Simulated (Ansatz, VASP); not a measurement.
## Two plane-wave programs on InGa3P2

```
In Ga P
1.0
     5.00645    0.00000    0.00000
    -2.50323    4.33572    0.00000
     0.00000    0.00000    9.28180
In Ga P
1 3 2
Direct
  0.00000 0.00000 0.00000
  0.33333 0.66667 0.50000
  0.66667 0.33333 0.50000
  0.00000 0.00000 0.50000
  0.00000 0.00000 0.74260
  0.00000 0.00000 0.25740
```

Alike in both runs: task relaxation of cell and atoms; functional PBE; k mesh 12 × 12 × 4; occupations gaussian, width 0.1 eV; no spin polarisation.

|  | VASP | Ansatz |
| --- | --- | --- |
| version | VASP 6.6.1 | Ansatz 0.2.0 |
| potentials or method | VASP PAW PBE potentials, release 64 (In_d, Ga_d, P), cutoff 600 eV | scalar-relativistic, plane waves, PAW |
| valence electrons in the cell | 62 | 62 |

VASP gave:

- gap on the k mesh at the Fermi level, each at its own relaxed structure (eV): none
- relaxed volume (Å³/atom): 33.41
- relaxed length of the cell vector where the two differ most in proportion (Å): 4.940

What did Ansatz give for the same quantities?

gap on the k mesh at the Fermi level, each at its own relaxed structure (eV): none; relaxed volume (Å³/atom): 33.35; relaxed length of the cell vector where the two differ most in proportion (Å): 4.936.

A gap of «none» marks a metal or a gap that the smearing closes.
